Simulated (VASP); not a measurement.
Input of a VASP 6.6.1 run:

INCAR

```
SYSTEM = TaPbO4
PREC = Accurate
ENCUT = 600
EDIFF = 1E-7
ISMEAR = 0
SIGMA = 0.1
LREAL = .FALSE.
LASPH = .TRUE.
NELM = 200
ALGO = Normal
ISIF = 3
LWAVE = .FALSE.
LCHARG = .FALSE.
ISPIN = 2
MAGMOM = 1 0 0 0 0 0
LORBIT = 11
LMAXMIX = 4
GGA = PE
IBRION = 2
NSW = 90
EDIFFG = -0.04
GGA_COMPAT = .FALSE.
NELMIN = 4
```

File KPOINTS:

```
regular mesh
0
G
  4 4 4
  0 0 0
```

POSCAR

```
TaPbO4
1.0
    0.0000000000      3.5387036600      3.5387036600
    3.5387036600      0.0000000000      3.5387036600
    3.5387036600      3.5387036600      0.0000000000
Ta Pb O
1 1 4
Direct
    0.7500000000      0.7500000000      0.7500000000
    0.0000000000      0.0000000000      0.0000000000
    0.8746970000      0.3751010000      0.3751010000
    0.3751010000      0.3751010000      0.3751010000
    0.3751010000      0.8746970000      0.3751010000
    0.3751010000      0.3751010000      0.8746970000
```

Potentials or basis: VASP PAW PBE potentials, release 64 (Ta_pv, Pb_d, O).

Launch:

```console
$ cat potpaw_PBE.64/Ta_pv/POTCAR potpaw_PBE.64/Pb_d/POTCAR potpaw_PBE.64/O/POTCAR > POTCAR
$ mpirun -np 1 vasp_std > vasp.out
```

(1) What does it give for the net moment?

(2) Estimate the space group after relaxing (to 0.05 Å).

(3) Predict the relaxed cell.

(4) Estimate the relaxed volume.

Results:

(1) 0.00 μB per cell.

(2) F-43m (No. 216).

(3) a = 4.623 Å, b = 4.623 Å, c = 4.623 Å, α = 60.00°, β = 60.00°, γ = 60.00°.

(4) 11.65 Å³/atom.

Caveat: the k points lie up to 0.42 Å⁻¹ apart in the final cell; the volume moved by over 15 % at a fixed basis, so the end points are rough.
